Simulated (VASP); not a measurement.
# BaTiO3 (P4mm) in VASP: a series of runs

Aim: see how the results for BaTiO3 move with the level of theory and the settings. Levels: PBE+D3(BJ), PBE. Tasks: single point.

Program: VASP 6.6.1. These are calculated values, not measurements. Logs are shortened: lines on timing, memory, paths and dates and some standing lists are left out, and cuts for length are marked.

### 1 The cell of the first run

Symmetry: P4mm, No. 99, tetragonal system. The conventional cell has a = 4.026 Å, b = 4.026 Å, c = 4.045 Å, α = 90.00°, β = 90.00°, γ = 90.00°. Ba (site symmetry 4mm) has 12 O at 2.81 to 2.90 Å and 8 Ti at 3.47 to 3.52 Å within 3.7 Å. Within 2.5 Å of Ti (site symmetry 4mm) lie 6 O at 1.91 to 2.14 Å. O (site symmetry 2mm) has 2 Ti at 2.02 Å within 2.7 Å. Within 2.5 Å of O (site symmetry 4mm) lie 2 Ti at 1.91 to 2.14 Å.

### 2 Single point, PBE+D3(BJ)

INCAR

```
PREC = Accurate ; ENCUT = 910
EDIFF = 1E-6 ; ISMEAR = -1
SIGMA = 0.05 ; LREAL = False
LASPH = True ; NELM = 120
ALGO = Normal ; ISIF = 2
LWAVE = False ; LCHARG = False
GGA = PE ; IVDW = 12
NBANDS = 28 ; GGA_COMPAT = False
```

KPOINTS

```
regular mesh
0
Gamma
  7 7 7
```

POSCAR

```
BaTiO3
1.0
    4.0262895137      0.0000000000      0.0000000000
    0.0000000000      4.0262895137      0.0000000000
    0.0000000000      0.0000000000      4.0446100470
Ba Ti O
1 1 3
Direct
    0.0000000000      0.0000000000      0.0000000000
    0.5000000000      0.5000000000      0.4900000000
    0.0000000000      0.5000000000      0.5170000000
    0.5000000000      0.0000000000      0.5170000000
    0.5000000000      0.5000000000      0.0190000000
```

Potentials or basis: VASP PAW PBE potentials, release 64 (Ba_sv, Ti_sv, O_h).

The run is started by

```console
> cat potpaw_PBE.64/Ba_sv/POTCAR potpaw_PBE.64/Ti_sv/POTCAR potpaw_PBE.64/O_h/POTCAR > POTCAR
> mpirun -np 1 vasp_std > vasp.out
```

OUTCAR:

```text
PREC = Accurate
   ENCUT = 910
   EDIFF = 1E-6
   ISMEAR = -1
   LREAL = False
   LASPH = True
   NELM = 120
   ISIF = 2
   GGA = PE
   IVDW = 12
 IVDW          = 12

 ion  position               nearest neighbor table
   1  0.000  0.000  0.000-   3 2.81   4 2.81   3 2.81   4 2.81   5 2.85   5 2.85   5 2.85   5 2.85
                             4 2.90   3 2.90   4 2.90   3 2.90   2 3.47   2 3.47   2 3.47   2 3.47
   2  0.500  0.500  0.490-   5 1.91   4 2.02   3 2.02   4 2.02   3 2.02   5 2.14   1 3.47   1 3.47
                             1 3.47   1 3.47   1 3.52   1 3.52   1 3.52   1 3.52
   3  0.000  0.500  0.517-   2 2.02   2 2.02   1 2.81   1 2.81   1 2.90   1 2.90
   4  0.500  0.000  0.517-   2 2.02   2 2.02   1 2.81   1 2.81   1 2.90   1 2.90
   5  0.500  0.500  0.019-   2 1.91   2 2.14   1 2.85   1 2.85   1 2.85   1 2.85

  LATTYP: Found a simple tetragonal cell.
 ALAT       =     4.0262895137
 C/A-ratio  =     1.0045502275

  Lattice vectors:

 A1 = (   4.0262895137,   0.0000000000,   0.0000000000)
 A2 = (   0.0000000000,   4.0262895137,   0.0000000000)
 A3 = (   0.0000000000,   0.0000000000,   4.0446100470)

Analysis of symmetry for initial positions (statically):
=====================================================================
 Subroutine PRICEL returns:
 Original cell was already a primitive cell.

 Routine SETGRP: Setting up the symmetry group for a
 simple tetragonal supercell.

 Subroutine GETGRP returns: Found  8 space group operations
 (whereof  8 operations were pure point group operations)
 out of a pool of 16 trial point group operations.

The static configuration has the point symmetry C_4v.

Analysis of symmetry for dynamics (positions and initial velocities):
=====================================================================
 Subroutine PRICEL returns:
 Original cell was already a primitive cell.

 Routine SETGRP: Setting up the symmetry group for a
 simple tetragonal supercell.

 Subroutine GETGRP returns: Found  8 space group operations
 (whereof  8 operations were pure point group operations)
 out of a pool of 16 trial point group operations.

The dynamic configuration has the point symmetry C_4v.

 Subroutine INISYM returns: Found  8 space group operations
 (whereof  8 operations are pure point group operations),
 and found     1 'primitive' translations

----------------------------------------------------------------------------------------

                                     Primitive cell

  volume of cell :      65.5672

  direct lattice vectors                    reciprocal lattice vectors
     4.026289514  0.000000000  0.000000000     0.248367634  0.000000000  0.000000000
     0.000000000  4.026289514  0.000000000     0.000000000  0.248367634  0.000000000
     0.000000000  0.000000000  4.044610047     0.000000000  0.000000000  0.247242624

  length of vectors
     4.026289514  4.026289514  4.044610047     0.248367634  0.248367634  0.247242624

  position of ions in fractional coordinates (direct lattice)
     0.000000000  0.000000000  0.000000000
     0.500000000  0.500000000  0.490000000
     0.000000000  0.500000000  0.517000000
     0.500000000  0.000000000  0.517000000
     0.500000000  0.500000000  0.019000000

  ion indices of the primitive-cell ions
   primitive index   ion index
                 1           1
                 2           2
                 3           3
                 4           4
                 5           5

----------------------------------------------------------------------------------------

 KPOINTS: regular mesh

Automatic generation of k-mesh.
 Grid dimensions read from file:
 generate k-points for:    7    7    7

 Generating k-lattice:

  Cartesian coordinates                     Fractional coordinates (reciprocal lattice)
     0.035481091  0.000000000  0.000000000     0.142857143  0.000000000  0.000000000
     0.000000000  0.035481091  0.000000000     0.000000000  0.142857143  0.000000000
     0.000000000  0.000000000  0.035320375     0.000000000  0.000000000  0.142857143

  Length of vectors
     0.035481091  0.035481091  0.035320375

  Shift w.r.t. Gamma in fractional coordinates (k-lattice)
     0.000000000  0.000000000  0.000000000

 Subroutine IBZKPT returns following result:
 ===========================================

 Found     40 irreducible k-points:

 Following reciprocal coordinates:
            Coordinates               Weight
  0.000000  0.000000  0.000000      1.000000
  0.142857  0.000000  0.000000      4.000000
  0.285714  0.000000  0.000000      4.000000
  0.428571  0.000000  0.000000      4.000000
  0.142857  0.142857  0.000000      4.000000
  0.285714  0.142857  0.000000      8.000000
[... 16 lines left out ...]
  0.285714  0.000000  0.285714      8.000000
  0.428571  0.000000  0.285714      8.000000
 [... further k-points ...]
   k-points           NKPTS =     40   k-points in BZ     NKDIM =     40   number of bands    NBANDS=     28
   number of dos      NEDOS =    301   number of ions     NIONS =      5
   total plane-waves  NPLWV =  64000
   dimension x,y,z NGX =    40 NGY =   40 NGZ =   40
   dimension x,y,z NGXF=    80 NGYF=   80 NGZF=   80
   ions per type =               1   1   3
   NGX,Y,Z   is equivalent  to a cutoff of  16.52, 16.52, 16.44 a.u.
   NGXF,Y,Z  is equivalent  to a cutoff of  33.03, 33.03, 32.88 a.u.
 SYSTEM =  unknown system
   PREC   = accura    normal or accurate (medium, high low for compatibility)
   ISTART =      0    job   : 0-new  1-cont  2-samecut
   ICHARG =      2    charge: 1-file 2-atom 10-const
   ISPIN  =      1    spin polarized calculation?
   LNONCOLLINEAR =      F non collinear calculations
   LSORBIT =      F    spin-orbit coupling
   LASPH  =      T    aspherical Exc in radial PAW
   ENCUT  =  910.0 eV  66.88 Ry    8.18 a.u.   9.90  9.90  9.95*2*pi/ulx,y,z
   NELM   =    120;   NELMIN=  2; NELMDL= -5     # of ELM steps
   EDIFF  = 0.1E-05   stopping-criterion for ELM
   LREAL  =      F    real-space projection
   EDIFFG = 0.1E-04   stopping-criterion for IOM
   NSW    =      0    number of steps for IOM
   IBRION =     -1    ionic relax: 0-MD 1-quasi-New 2-CG
   NFREE  =      0    steps in history (QN), initial steepest desc. (CG)
   ISIF   =      2    stress and relaxation
   ISYM   =      2    0-nonsym 1-usesym 2-fastsym
   POTIM  = 0.5000    time-step for ionic-motion
   TEBEG  =    0.0;   TEEND  =   0.0 temperature during run
   PSTRESS=    0.0 pullay stress
   NELECT =      40.0000    total number of electrons
   NUPDOWN=      -1.0000    fix difference up-down
   EMIN   =  10.00;   EMAX   =-10.00  energy-range for DOS
   EFERMI =   0.00;   METHOD = LEGACY
   ISMEAR =    -1;   SIGMA  =   0.05  broadening in eV -4-tet -1-fermi 0-gaus
   EFERMI_NEDOS =   21; number of points for ismear=-14 and -15
   IALGO  =     38    algorithm
   IMIX   =      4    mixing-type and parameters
     AMIX     =   0.40;   BMIX     =  1.00
     AMIX_MAG =   1.60;   BMIX_MAG =  1.00
  volume/ion in A,a.u.               =      13.11        88.49
  Fermi-wavevector in a.u.,A,eV,Ry     =   1.388458  2.623804 26.229507  1.927814
  Thomas-Fermi vector in A             =   2.512582
   LORBIT       =      0    0 simple, 1 ext, 2 COOP (PROOUT), +10 PAW based schemes
   GGA     = PE    functional components
   LHFCALC =     F    Hartree Fock is set to
   AEXX    =    0.0000 exact exchange contribution
   IVDW    =    12    specifies the selected vdW correction
   LEPSILON=     F    determine dielectric tensor
   LRPA    =     F    only Hartree local field effects (RPA)
 non-spin polarized calculation
  energy-cutoff  :      910.00
  volume of cell :       65.57
 maximum number of plane-waves:      4103
 NGX is ok and might be reduce to    40
   NGX = 19   NGY = 19   NGZ = 19

 number of electron      40.0000004 magnetization

 Free energy of the ion-electron system (eV)
  ---------------------------------------------------
  ext. energy  EPLUGINS =         0.00000000
  ---------------------------------------------------
  free energy    TOTEN  =       -40.02787557 eV

  energy without entropy =      -40.02787557  energy(sigma->0) =      -40.02787557

 E-fermi :   4.9200     XC(G=0): -11.1417

 val. band max:        3.9515194231   @ k =   0.4286   0.4286   0.4286
 cond. band min:       5.7796582443   @ k =   0.0000   0.0000   0.0000
 fundamental gap:      1.8281388212
 Fermi energy:         4.9200440988

 k-point     1 :       0.0000    0.0000    0.0000
  band No.  band energies     occupation
      1     -52.6379      2.00000
      2     -28.8661      2.00000
      3     -28.8386      2.00000
      4     -28.8386      2.00000
      5     -20.8588      2.00000
      6     -12.8293      2.00000
[... 20 lines left out ...]
     27       9.0724      0.00000
     28      11.1355      0.00000

 k-point     2 :       0.1429    0.0000    0.0000
  band No.  band energies     occupation
      1     -52.6377      2.00000
      2     -28.8657      2.00000
      3     -28.8475      2.00000
      4     -28.8382      2.00000
      5     -20.8390      2.00000
      6     -12.8410      2.00000
[... 20 lines left out ...]
     27       9.4421      0.00000
     28      11.6141      0.00000

 k-point     3 :       0.2857    0.0000    0.0000
  band No.  band energies     occupation
      1     -52.6373      2.00000
      2     -28.8677      2.00000
      3     -28.8648      2.00000
      4     -28.8375      2.00000
      5     -20.7939      2.00000
      6     -12.9203      2.00000
[... 20 lines left out ...]
     27      10.3877      0.00000
     28      12.2509      0.00000

 k-point     4 :       0.4286    0.0000    0.0000
  band No.  band energies     occupation
      1     -52.6370      2.00000
      2     -28.8835      2.00000
      3     -28.8643      2.00000
      4     -28.8369      2.00000
      5     -20.7570      2.00000
      6     -13.0160      2.00000
[... 578 lines left out ...]
     27      10.7633      0.00000
     28      12.5005      0.00000

 k-point    23 :       0.2857    0.0000    0.2857
  band No.  band energies     occupation
      1     -52.6368      2.00000
      2     -28.8923      2.00000
      3     -28.8660      2.00000
      4     -28.8365      2.00000
      5     -20.7445      2.00000
      6     -12.7378      2.00000
[... 20 lines left out ...]
     27      11.7355      0.00000
     28      12.4419      0.00000

 k-point    24 :       0.4286    0.0000    0.2857
  band No.  band energies     occupation
      1     -52.6365      2.00000
      2     -28.8914      2.00000
      3     -28.8818      2.00000
      4     -28.8359      2.00000
      5     -20.7153      2.00000
      6     -12.7137      2.00000
[... 20 lines left out ...]
     27      12.3082      0.00000
     28      12.7700      0.00000

 [... further k-points ...]

------------------------ aborting loop because EDIFF is reached ----------------------------------------

 Edisp (eV)   -1.29481

 E8    (eV) :    -0.5888

  FORCE on cell =-STRESS in cart. coord.  units (eV):
  Direction    XX          YY          ZZ          XY          YZ          ZX
  --------------------------------------------------------------------------------------
  -------------------------------------------------------------------------------------
  Total      -1.22901    -1.22901    -0.89096     0.00000    -0.00000     0.00000
  in kB     -30.03167   -30.03167   -21.77121     0.00000    -0.00000     0.00000
  external pressure =      -27.28 kB  Pullay stress =        0.00 kB

 VOLUME and BASIS-vectors are now :
 -----------------------------------------------------------------------------
  energy-cutoff  :      910.00
  volume of cell :       65.57
      direct lattice vectors                 reciprocal lattice vectors
     4.026289514  0.000000000  0.000000000     0.248367634  0.000000000  0.000000000
     0.000000000  4.026289514  0.000000000     0.000000000  0.248367634  0.000000000
     0.000000000  0.000000000  4.044610047     0.000000000  0.000000000  0.247242624

 POSITION                                       TOTAL-FORCE (eV/Angst)
 -----------------------------------------------------------------------------------
      0.00000      0.00000      0.00000         0.000000     -0.000000      0.057669
      2.01314      2.01314      1.98186         0.000000     -0.000000     -0.225679
      0.00000      2.01314      2.09106        -0.000000     -0.000000     -0.120270
      2.01314      0.00000      2.09106         0.000000     -0.000000     -0.120270
      2.01314      2.01314      0.07685         0.000000      0.000000      0.408549
 -----------------------------------------------------------------------------------
    total drift:                                0.000000      0.000000     -0.000016

  FREE ENERGIE OF THE ION-ELECTRON SYSTEM (eV)
  ---------------------------------------------------
  free  energy   TOTEN  =       -41.3226861758 eV

  energy  without entropy=      -41.3226861747  energy(sigma->0) =      -41.32268618
```

Run time: 1.7 min. Hardware: 1 thread of Intel Xeon Platinum 8488C (Sapphire Rapids), shared host; peak memory 0.36 GiB.

Results:

```
Free energy                : -41.3227 eV
Pressure                   : -2.7 GPa
Largest force              : 0.409 eV/Å
Band gap on the k mesh     : 1.83 eV, indirect (least direct gap 2.04 eV)
Dispersion energy per atom : -0.259 eV
```

Forces on the atoms (eV/Å):
```
Ba   0.000  0.000  0.058
Ti   0.000  0.000 -0.226
O    0.000  0.000 -0.120
O    0.000  0.000 -0.120
O    0.000  0.000  0.409
```

Stress tensor (GPa, compression positive):
```
-3.00  0.00  0.00
 0.00 -3.00  0.00
 0.00  0.00 -2.18
```

Levels at points of the mesh, in eV from the valence-band top:
| k point | band 18 | band 19 | band 20 | band 21 | band 22 | band 23 |
| --- | --- | --- | --- | --- | --- | --- |
| (0.00, 0.00, 0.00) | -0.23 | -0.21 | -0.21 | 1.83 | 2.04 | 2.04 |

Caveat: the cutoff is under 1.25 times the usual one of these potentials, so pressure, stress and relaxed cells hold a basis-set (Pulay) error; spin-orbit coupling is left out, which moves the levels of the heavy elements. A hybrid or GW would open this gap; PBE tends to underestimate it.

### 3 Single point, PBE, non-collinear spin, zero start, spin-orbit coupling

This run uses another cell than the first one, of 12.86 Å³/atom, 0.980 times its volume.

INCAR

```
SYSTEM = BaTiO3
ALGO = Normal ; EDIFF = 1E-7
ENCUT = 520 ; GGA = PE
GGA_COMPAT = .False. ; ISIF = 2
ISMEAR = -1 ; LASPH = .True.
LCHARG = .False. ; LMAXMIX = 4
LNONCOLLINEAR = .True. ; LORBIT = 11
LORBMOM = .True. ; LREAL = .False.
LSORBIT = .True. ; LUSENCCL = .False.
LWAVE = .False. ; MAGMOM = 0 0 0 0 0 0 0 0 0 0 0 0 0 0 0
NBANDS = 55 ; NELM = 150
PREC = Accurate ; SIGMA = 0.05
```

KPOINTS

```
k-points
0
Gamma
  7 7 7
  0 0 0
```

POSCAR, as its differences from that of step 2:

```diff
@@ -2,5 +2,5 @@
 1.0
-    4.0262895137      0.0000000000      0.0000000000
-    0.0000000000      4.0262895137      0.0000000000
-    0.0000000000      0.0000000000      4.0446100470
+    3.9998000000      0.0000000000      0.0000000000
+    0.0000000000      3.9998000000      0.0000000000
+    0.0000000000      0.0000000000      4.0180000000
 Ba Ti O
```

Potentials or basis: VASP PAW PBE potentials, release 64 (Ba_sv, Ti_sv, O).

The run is started by

```console
> cat potpaw_PBE.64/Ba_sv/POTCAR potpaw_PBE.64/Ti_sv/POTCAR potpaw_PBE.64/O/POTCAR > POTCAR
> mpirun -np 1 vasp_ncl > vasp.out
```

Wall time 5.5 min (1 × NVIDIA H100 80GB with 1 thread of Intel Xeon Platinum 8481C at 2.70GHz (Sapphire Rapids), shared host); peak memory 1.5 GiB.

It converged, with:

```yaml
Free_energy: -40.1792 eV
Pressure: 4.2 GPa
Largest_force: 0.273 eV/Å
Net_moment: 0.00 μB per cell
Valence_electrons_inside_the_program's_atomic_spheres: Ba 7.99; Ti 10.20; O 5.03
```

Forces on the atoms (eV/Å):
```
Ba   0.000  0.000  0.075
Ti   0.000  0.000 -0.114
O    0.000  0.000 -0.117
O    0.000  0.000 -0.117
O    0.000  0.000  0.273
```

Stress tensor (GPa, compression positive):
```
3.91 0.00 0.00
0.00 3.91 0.00
0.00 0.00 4.84
```

Moments on the atoms (μB; x, y, z):
```
Ba  0.00 0.00 0.00
Ti  0.00 0.00 0.00
O   0.00 0.00 0.00
O   0.00 0.00 0.00
O   0.00 0.00 0.00
```
